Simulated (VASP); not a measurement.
A run of VASP 6.6.1 is set up as follows.

INCAR

```
SYSTEM = AlN
PREC = Accurate
ENCUT = 520
EDIFF = 1E-6
ISMEAR = 0
SIGMA = 0.02
LREAL = Auto
LASPH = .True.
NELM = 100
ALGO = Normal
ISIF = 2
LWAVE = .False.
LCHARG = .True.
GGA = PS
LELF = .True.
LVHAR = .True.
NBANDS = 96
```

KPOINTS

```
Automatic mesh
0
Gamma
  2 2 2
  0.5 0.5 0.5
```

File POSCAR:

```
AlN
1.0
    4.6706711409      2.6966132405     -4.9836450386
    0.0000000000     -5.3932264810     -4.9836450386
   -4.6706711409      2.6966132405     -4.9836450386
Al N
18 18
Direct
    0.0558815908      0.3892149242      0.0558815908
    0.0558815908      0.0558815908      0.3892149242
    0.3892149242      0.3892149242      0.7225482575
    0.7225482575      0.3892149242      0.3892149242
    0.3892149242      0.0558815908      0.0558815908
    0.0558815908      0.7225482575      0.7225482575
    0.3892149242      0.7225482575      0.3892149242
    0.7225482575      0.0558815908      0.7225482575
    0.7225482575      0.7225482575      0.0558815908
    0.7781038131      0.1114371464      0.1114371464
    0.7781038131      0.7781038131      0.4447704797
    0.1114371464      0.1114371464      0.7781038131
    0.4447704797      0.1114371464      0.4447704797
    0.1114371464      0.7781038131      0.1114371464
    0.7781038131      0.4447704797      0.7781038131
    0.1114371464      0.4447704797      0.4447704797
    0.4447704797      0.7781038131      0.7781038131
    0.4447704797      0.4447704797      0.1114371464
    0.9285628536      0.2618961869      0.9285628536
    0.9285628536      0.9285628536      0.2618961869
    0.2618961869      0.2618961869      0.5952295203
    0.5952295203      0.2618961869      0.2618961869
    0.2618961869      0.9285628536      0.9285628536
    0.9285628536      0.5952295203      0.5952295203
    0.2618961869      0.5952295203      0.2618961869
    0.5952295203      0.9285628536      0.5952295203
    0.5952295203      0.5952295203      0.9285628536
    0.9841184092      0.3174517425      0.3174517425
    0.9841184092      0.9841184092      0.6507850758
    0.3174517425      0.3174517425      0.9841184092
    0.6507850758      0.3174517425      0.6507850758
    0.3174517425      0.9841184092      0.3174517425
    0.9841184092      0.6507850758      0.9841184092
    0.3174517425      0.6507850758      0.6507850758
    0.6507850758      0.9841184092      0.9841184092
    0.6507850758      0.6507850758      0.3174517425
```

Potentials or basis: VASP PAW PBE potentials, release 64 (Al, N).

The run is started by

```console
$ cat potpaw_PBE.64/Al/POTCAR potpaw_PBE.64/N/POTCAR > POTCAR
$ mpirun -np 1 vasp_std > vasp.out
```

Q: Predict the pressure.

A: 0.0 GPa.

Q: Predict the largest force.

A: 0.004 eV/Å.

Forces on the atoms (eV/Å):
```
Al   0.000  0.000 -0.004
Al   0.000  0.000 -0.004
Al   0.000  0.000 -0.004
Al   0.000  0.000 -0.004
Al   0.000  0.000 -0.004
Al   0.000  0.000 -0.004
Al   0.000  0.000 -0.004
Al   0.000  0.000 -0.004
Al   0.000  0.000 -0.004
Al   0.000  0.000 -0.003
Al   0.000  0.000 -0.003
Al   0.000  0.000 -0.003
Al   0.000  0.000 -0.003
Al   0.000  0.000 -0.003
Al   0.000  0.000 -0.003
Al   0.000  0.000 -0.003
Al   0.000  0.000 -0.003
Al   0.000  0.000 -0.003
N    0.000  0.000  0.003
N    0.000  0.000  0.003
N    0.000  0.000  0.003
N    0.000  0.000  0.003
N    0.000  0.000  0.003
N    0.000  0.000  0.003
N    0.000  0.000  0.003
N    0.000  0.000  0.003
N    0.000  0.000  0.003
N    0.000  0.000  0.004
N    0.000  0.000  0.004
N    0.000  0.000  0.004
N    0.000  0.000  0.004
N    0.000  0.000  0.004
N    0.000  0.000  0.004
N    0.000  0.000  0.004
N    0.000  0.000  0.004
N    0.000  0.000  0.004
```

Caveat: the PAW data sets were made with another functional, which shifts forces and pressure a little.
